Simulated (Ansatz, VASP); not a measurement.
## RbBr: VASP beside Ansatz

```
Rb Br
1.0
     4.20718    0.07926    0.07926
     0.07926    4.20718    0.07926
     0.07926    0.07926    4.20718
Rb Br
1 1
Direct
  0.00000 0.00000 0.00000
  0.50000 0.50000 0.50000
```

Change from the starting cell: shear_111 strain +5.8%.

Alike in both runs: task single point; functional PBE; k mesh 6 × 6 × 6; occupations fermi-dirac, width 0.02 eV; no spin polarisation.

|  | VASP | Ansatz |
| --- | --- | --- |
| version | VASP 6.6.1 | Ansatz 0.2.0 |
| potentials or method | VASP PAW PBE potentials, release 64 (Rb_sv, Br) | plane waves, PAW |
| plane-wave cutoff (eV) | 500 | 420 |
| valence electrons in the cell | 16 | 16 |

|  | VASP | Ansatz | Ansatz less VASP |
| --- | --- | --- | --- |
| gap on the k mesh at the Fermi level (eV) | 3.90 | 3.90 | +0.001 |
| pressure (GPa) | 0.0 | 0.0 | -0.02 |
| traceless stress, the component that is largest in VASP (GPa) | -0.10 | -0.10 | +0.002 |
